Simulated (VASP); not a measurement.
# Hf (P6_3/mmc) in VASP: notebook

Runs on Hf. Level: PBE. Tasks: single point.

Program: VASP 6.6.1. These are calculated values, not measurements. Logs are shortened: lines on timing, memory, paths and dates and some standing lists are left out, and cuts for length are marked.

## Step 1: The cell of the first run

Symmetry: P6_3/mmc, No. 194, hexagonal system. The conventional cell has a = 3.139 Å, b = 3.139 Å, c = 4.964 Å, α = 90.00°, β = 90.00°, γ = 120.00°. Within 4.0 Å of Hf (site symmetry -6m2) lie 12 Hf at 3.07 to 3.14 Å.

## Step 2: Single point, PBE (volume scaled by 0.94, then relaxed in part)

Input file INCAR:

```
SYSTEM = Hf
ALGO = Normal ; EDIFF = 1E-6
ENCUT = 520 ; GGA = PE
ISIF = 2 ; ISMEAR = 0
LASPH = .TRUE. ; LCHARG = .TRUE.
LELF = .TRUE. ; LREAL = .FALSE.
LVHAR = .TRUE. ; LWAVE = .FALSE.
NBANDS = 17 ; NELM = 80
PREC = Accurate ; SIGMA = 0.1
```

Input file KPOINTS:

```
k-points
0
G
  15 15 8
  0 0 0
```

Input file POSCAR:

```
Hf
1.0
    3.1393942928      0.0000000000      0.0000000000
   -1.5696971464      2.7187952101      0.0000000000
    0.0000000000      0.0000000000      4.9642417296
Hf
2
Direct
    0.3333333333      0.6666666667      0.2500000000
    0.6666666667      0.3333333333      0.7500000000
```

Potentials or basis: VASP PAW PBE potentials, release 64 (Hf_pv).

Run with:

```sh
$ cat potpaw_PBE.64/Hf_pv/POTCAR > POTCAR
$ mpirun -np 1 vasp_std > vasp.out
```

OUTCAR:

```text
SYSTEM = Hf
   EDIFF = 1E-6
   ENCUT = 520
   GGA = PE
   ISIF = 2
   ISMEAR = 0
   LASPH = .TRUE.
   LREAL = .FALSE.
   NELM = 80
   PREC = Accurate

 ion  position               nearest neighbor table
   1  0.333  0.667  0.250-   2 3.07   2 3.07   2 3.07   2 3.07   2 3.07   2 3.07
   2  0.667  0.333  0.750-   1 3.07   1 3.07   1 3.07   1 3.07   1 3.07   1 3.07

  LATTYP: Found a hexagonal cell.
 ALAT       =     3.1393942928
 C/A-ratio  =     1.5812737320

  Lattice vectors:

 A1 = (   3.1393942928,   0.0000000000,   0.0000000000)
 A2 = (  -1.5696971464,   2.7187952101,   0.0000000000)
 A3 = (   0.0000000000,   0.0000000000,   4.9642417296)

Analysis of symmetry for initial positions (statically):
=====================================================================
 Subroutine PRICEL returns:
 Original cell was already a primitive cell.

 Routine SETGRP: Setting up the symmetry group for a
 hexagonal supercell.

 Subroutine GETGRP returns: Found 24 space group operations
 (whereof 12 operations were pure point group operations)
 out of a pool of 24 trial point group operations.

The static configuration has the point symmetry D_3d.
 The point group associated with its full space group is D_6h.

Analysis of symmetry for dynamics (positions and initial velocities):
=====================================================================
 Subroutine PRICEL returns:
 Original cell was already a primitive cell.

 Routine SETGRP: Setting up the symmetry group for a
 hexagonal supercell.

 Subroutine GETGRP returns: Found 24 space group operations
 (whereof 12 operations were pure point group operations)
 out of a pool of 24 trial point group operations.

The dynamic configuration has the point symmetry D_3d.
 The point group associated with its full space group is D_6h.

 Subroutine INISYM returns: Found 24 space group operations
 (whereof 12 operations are pure point group operations),
 and found     1 'primitive' translations

----------------------------------------------------------------------------------------

                                     Primitive cell

  volume of cell :      42.3716

  direct lattice vectors                    reciprocal lattice vectors
     3.139394293  0.000000000  0.000000000     0.318532783  0.183904988  0.000000000
    -1.569697146  2.718795210  0.000000000     0.000000000  0.367809976  0.000000000
     0.000000000  0.000000000  4.964241730     0.000000000  0.000000000  0.201440634

  length of vectors
     3.139394293  3.139394293  4.964241730     0.367809976  0.367809976  0.201440634

  position of ions in fractional coordinates (direct lattice)
     0.333333333  0.666666667  0.250000000
     0.666666667  0.333333333  0.750000000

  ion indices of the primitive-cell ions
   primitive index   ion index
                 1           1
                 2           2

----------------------------------------------------------------------------------------

 KPOINTS: k-points

Automatic generation of k-mesh.
 Grid dimensions read from file:
 generate k-points for:   15   15    8

 Generating k-lattice:

  Cartesian coordinates                     Fractional coordinates (reciprocal lattice)
     0.021235519  0.012260333  0.000000000     0.066666667  0.000000000  0.000000000
     0.000000000  0.024520665  0.000000000     0.000000000  0.066666667  0.000000000
     0.000000000  0.000000000  0.025180079     0.000000000  0.000000000  0.125000000

  Length of vectors
     0.024520665  0.024520665  0.025180079

  Shift w.r.t. Gamma in fractional coordinates (k-lattice)
     0.000000000  0.000000000  0.000000000

 Subroutine IBZKPT returns following result:
 ===========================================

 Found    135 irreducible k-points:

 Following reciprocal coordinates:
            Coordinates               Weight
  0.000000  0.000000  0.000000      1.000000
  0.066667  0.000000  0.000000      6.000000
  0.133333 -0.000000  0.000000      6.000000
  0.200000  0.000000  0.000000      6.000000
  0.266667 -0.000000  0.000000      6.000000
  0.333333  0.000000  0.000000      6.000000
[... 16 lines left out ...]
  0.333333  0.200000  0.000000     12.000000
  0.400000  0.200000  0.000000      6.000000
 [... further k-points ...]
   k-points           NKPTS =    135   k-points in BZ     NKDIM =    135   number of bands    NBANDS=     17
   number of dos      NEDOS =    301   number of ions     NIONS =      2
   total plane-waves  NPLWV =  23040
   dimension x,y,z NGX =    24 NGY =   24 NGZ =   40
   dimension x,y,z NGXF=    48 NGYF=   48 NGZF=   80
   ions per type =               2
   NGX,Y,Z   is equivalent  to a cutoff of  12.71, 12.71, 13.40 a.u.
   NGXF,Y,Z  is equivalent  to a cutoff of  25.42, 25.42, 26.79 a.u.
 SYSTEM =  Hf
   PREC   = accura    normal or accurate (medium, high low for compatibility)
   ISTART =      0    job   : 0-new  1-cont  2-samecut
   ICHARG =      2    charge: 1-file 2-atom 10-const
   ISPIN  =      1    spin polarized calculation?
   LNONCOLLINEAR =      F non collinear calculations
   LSORBIT =      F    spin-orbit coupling
   LASPH  =      T    aspherical Exc in radial PAW
   ENCUT  =  520.0 eV  38.22 Ry    6.18 a.u.   5.84  5.84  9.23*2*pi/ulx,y,z
   NELM   =     80;   NELMIN=  2; NELMDL= -5     # of ELM steps
   EDIFF  = 0.1E-05   stopping-criterion for ELM
   LREAL  =      F    real-space projection
   EDIFFG = 0.1E-04   stopping-criterion for IOM
   NSW    =      0    number of steps for IOM
   IBRION =     -1    ionic relax: 0-MD 1-quasi-New 2-CG
   NFREE  =      0    steps in history (QN), initial steepest desc. (CG)
   ISIF   =      2    stress and relaxation
   ISYM   =      2    0-nonsym 1-usesym 2-fastsym
   POTIM  = 0.5000    time-step for ionic-motion
   TEBEG  =    0.0;   TEEND  =   0.0 temperature during run
   PSTRESS=    0.0 pullay stress
   NELECT =      20.0000    total number of electrons
   NUPDOWN=      -1.0000    fix difference up-down
   EMIN   =  10.00;   EMAX   =-10.00  energy-range for DOS
   EFERMI =   0.00;   METHOD = LEGACY
   ISMEAR =     0;   SIGMA  =   0.10  broadening in eV -4-tet -1-fermi 0-gaus
   EFERMI_NEDOS =   21; number of points for ismear=-14 and -15
   IALGO  =     38    algorithm
   IMIX   =      4    mixing-type and parameters
     AMIX     =   0.40;   BMIX     =  1.00
     AMIX_MAG =   1.60;   BMIX_MAG =  1.00
  volume/ion in A,a.u.               =      21.19       142.97
  Fermi-wavevector in a.u.,A,eV,Ry     =   1.274656  2.408751 22.106045  1.624748
  Thomas-Fermi vector in A             =   2.407412
   LORBIT       =      0    0 simple, 1 ext, 2 COOP (PROOUT), +10 PAW based schemes
   GGA     = PE    functional components
   LHFCALC =     F    Hartree Fock is set to
   AEXX    =    0.0000 exact exchange contribution
   IVDW    =     0    specifies the selected vdW correction
   LEPSILON=     F    determine dielectric tensor
   LRPA    =     F    only Hartree local field effects (RPA)
 non-spin polarized calculation
 Gauss-broadening in eV      SIGMA  =   0.10
  energy-cutoff  :      520.00
  volume of cell :       42.37
 maximum number of plane-waves:      1164
 NGX is ok and might be reduce to    24
   NGX = 11   NGY = 11   NGZ = 19

 number of electron      19.9999995 magnetization

 Free energy of the ion-electron system (eV)
  ---------------------------------------------------
  ext. energy  EPLUGINS =         0.00000000
  ---------------------------------------------------
  free energy    TOTEN  =       -19.80152133 eV

  energy without entropy =      -19.79432724  energy(sigma->0) =      -19.79792428

 E-fermi :   5.3106     XC(G=0): -11.5336

 val. band max:        5.3054400126   @ k =   0.0667   0.0667   0.1250
 cond. band min:       5.3114501677   @ k =   0.0667   0.0000   0.5000
 fundamental gap:      0.0060101551
 Fermi energy:         5.3106152723

 k-point     1 :       0.0000    0.0000    0.0000
  band No.  band energies     occupation
      1     -25.7442      2.00000
      2     -24.8523      2.00000
      3     -24.8523      2.00000
      4     -24.7043      2.00000
      5     -24.7005      2.00000
      6     -24.7005      2.00000
[... 9 lines left out ...]
     16       8.0530      0.00000
     17      10.9323      0.00000

 k-point     2 :       0.0667    0.0000    0.0000
  band No.  band energies     occupation
      1     -25.7304      2.00000
      2     -24.8822      2.00000
      3     -24.8624      2.00000
      4     -24.7321      2.00000
      5     -24.7107      2.00000
      6     -24.7043      2.00000
[... 9 lines left out ...]
     16       7.9118      0.00000
     17      11.0513      0.00000

 k-point     3 :       0.1333   -0.0000    0.0000
  band No.  band energies     occupation
      1     -25.6902      2.00000
      2     -24.9666      2.00000
      3     -24.8900      2.00000
      4     -24.8199      2.00000
      5     -24.7297      2.00000
      6     -24.7158      2.00000
[... 9 lines left out ...]
     16       7.8902      0.00000
     17      11.3242      0.00000

 k-point     4 :       0.2000    0.0000    0.0000
  band No.  band energies     occupation
      1     -25.6270      2.00000
      2     -25.0909      2.00000
      3     -24.9446      2.00000
      4     -24.9293      2.00000
      5     -24.7615      2.00000
      6     -24.7339      2.00000
[... 9 lines left out ...]
     16       8.5011      0.00000
     17      11.6219      0.00000
[... 343 lines left out ...]
      1     -25.3859      2.00000
      2     -25.3492      2.00000
      3     -25.3022      2.00000
      4     -25.0848      2.00000
      5     -24.9339      2.00000
      6     -24.9185      2.00000
[... 9 lines left out ...]
     16      11.6325      0.00000
     17      12.0141      0.00000

 k-point    23 :       0.3333    0.2000    0.0000
  band No.  band energies     occupation
      1     -25.4471      2.00000
      2     -25.3033      2.00000
      3     -25.2718      2.00000
      4     -25.1518      2.00000
      5     -24.9938      2.00000
      6     -24.9504      2.00000
[... 9 lines left out ...]
     16      11.6143      0.00000
     17      12.6190      0.00000

 k-point    24 :       0.4000    0.2000    0.0000
  band No.  band energies     occupation
      1     -25.4684      2.00000
      2     -25.2955      2.00000
      3     -25.2341      2.00000
      4     -25.1842      2.00000
      5     -25.0252      2.00000
      6     -24.9613      2.00000
[... 9 lines left out ...]
     16      11.6069      0.00000
     17      12.1463      0.00000

 [... further k-points ...]

------------------------ aborting loop because EDIFF is reached ----------------------------------------

  FORCE on cell =-STRESS in cart. coord.  units (eV):
  Direction    XX          YY          ZZ          XY          YZ          ZX
  --------------------------------------------------------------------------------------
  -------------------------------------------------------------------------------------
  Total        1.8285613      1.8285613      1.8322086     -0.0000000      0.0000000     -0.0000000
  in kB       69.1424581     69.1424581     69.2803728     -0.0000000      0.0000000     -0.0000000
  external PRESSURE =      69.1884297 kB  Pullay stress =       0.0000000 kB

 VOLUME and BASIS-vectors are now :
 -----------------------------------------------------------------------------
  energy-cutoff  :      520.00
  volume of cell :       42.37
      direct lattice vectors                 reciprocal lattice vectors
     3.139394293  0.000000000  0.000000000     0.318532783  0.183904988  0.000000000
    -1.569697146  2.718795210  0.000000000     0.000000000  0.367809976  0.000000000
     0.000000000  0.000000000  4.964241730     0.000000000  0.000000000  0.201440634

 POSITION                                       TOTAL-FORCE (eV/Angst)
 -----------------------------------------------------------------------------------
     -0.00000      1.81253      1.24106        -0.000000     -0.000000      0.000000
      1.56970      0.90627      3.72318         0.000000      0.000000      0.000000
 -----------------------------------------------------------------------------------
    total drift:                                0.000000     -0.000000      0.000000

  FREE ENERGIE OF THE ION-ELECTRON SYSTEM (eV)
  ---------------------------------------------------
  free  energy   TOTEN  =       -19.8015213290 eV

  energy  without entropy=      -19.7943272390  energy(sigma->0) =      -19.79792428
```

Run time: 36 s. Hardware: 1 thread of Intel Xeon Platinum 8488C (Sapphire Rapids), shared host; peak memory 0.22 GiB.

What came out:

| Quantity | Value |
| --- | --- |
| Free energy | -19.8015 eV |
| Pressure | 6.9 GPa |
| Band gap on the k mesh | zero (band 10 reaches 6.50 eV, above the bottom of band 11 at 4.86 eV) |

Caveat: spin-orbit coupling is left out, which moves the levels of the heavy elements.

## Step 3: Single point, PBE (volume scaled by 0.97, then relaxed in part)

Input file INCAR:

```
PREC = Accurate
ENCUT = 520
EDIFF = 1E-6
ISMEAR = 0
SIGMA = 0.1
LREAL = False
LASPH = True
NELM = 80
ALGO = Normal
ISIF = 2
LWAVE = False
LCHARG = True
GGA = PE
LELF = True
LVHAR = True
NBANDS = 17
```

Input file KPOINTS:

```
Automatic mesh
0
Gamma
  15 15 8
```

Input file POSCAR:

```
Hf
1.0
    3.1724429772      0.0000000000      0.0000000000
   -1.5862214886      2.7474162103      0.0000000000
    0.0000000000      0.0000000000      5.0165007460
Hf
2
Direct
    0.3333333333      0.6666666667      0.2500000000
    0.6666666667      0.3333333333      0.7500000000
```

Potentials or basis: VASP PAW PBE potentials, release 64 (Hf_pv).

Run with:

```sh
$ cat potpaw_PBE.64/Hf_pv/POTCAR > POTCAR
$ mpirun -np 1 vasp_std > vasp.out
```

Run time: 37 s. Hardware: 1 thread of Intel Xeon Platinum 8488C (Sapphire Rapids), shared host; peak memory 0.22 GiB.

Results (log left out):

```
Free energy            : -19.8432 eV
Pressure               : 3.0 GPa
Band gap on the k mesh : zero (band 10 reaches 6.27 eV, above the bottom of band 11 at 4.64 eV)
```

Levels at points of the mesh, in eV from the Fermi level:
```csv
k point,band 8,band 9,band 10,band 11,band 12,band 13
"(0.00, 0.00, 0.00)",-3.79,0.72,1.18,1.18,1.47,2.03
"(0.00, 0.00, 0.50)",-5.44,0.13,0.13,1.07,1.07,1.07
```

Caveat: spin-orbit coupling is left out, which moves the levels of the heavy elements.
